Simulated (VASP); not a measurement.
Wanted: the native input for a VASP 6.6.1 run.

- Task: single point
- Functional: PBEsol
- Potentials or basis: VASP PAW PBE potentials, release 64 (Ag)
- Cutoff: 520 eV
- k mesh: 24 × 24 × 6
- Occupations: gaussian, width 0.1 eV
- Spin: no spin polarisation
- Dipole correction: no
- Further INCAR settings: ALGO = Fast; EDIFF = 1e-06; NBANDS = 30

The structure of Ag lies in POSCAR:

```
Ag
1.0
    2.9534860833      0.0000000000      0.0000000000
   -1.4767430417      2.5577939779      0.0000000000
    0.0000000000      0.0000000000      9.1965090287
Ag
4
Direct
    0.0000000000      0.0000000000      0.0000000000
    0.0000000000      0.0000000000      0.5000000000
    0.3333333333      0.6666666667      0.2500000000
    0.6666666667      0.3333333333      0.7500000000
```

This cell differs from its parent crystal: biaxial strain in the a-b plane: +3.0 %.

These files were run (other wordings do the same):

INCAR

```
SYSTEM = Ag
PREC = Accurate
ENCUT = 520
EDIFF = 1E-6
ISMEAR = 0
SIGMA = 0.1
LREAL = .False.
LASPH = .True.
NELM = 80
ALGO = Fast
ISIF = 2
LWAVE = .False.
LCHARG = .True.
GGA = PS
LELF = .True.
LVHAR = .True.
NBANDS = 30
```

KPOINTS

```
regular mesh
0
Gamma
  24 24 6
  0 0 0
```

Potentials or basis: VASP PAW PBE potentials, release 64 (Ag).

Launch:

```sh
$ cat potpaw_PBE.64/Ag/POTCAR > POTCAR
$ mpirun -np 1 vasp_std > vasp.out
```

It gave:

- Pressure: -4.2 GPa
- Band gap on the k mesh: zero (band 22 reaches 11.07 eV, above the bottom of band 23 at 4.97 eV)

Caveat: the cell differs from its parent crystal (biaxial strain in the a-b plane: +3.0 %); the PAW data sets were made with another functional, which shifts forces and pressure a little.

It took 6.1 min on 1 thread of Intel(R) Xeon(R) Platinum 8259CL CPU @ 2.50GHz (Skylake/Cascade Lake), with other jobs on the host, peak memory 0.47 GiB.
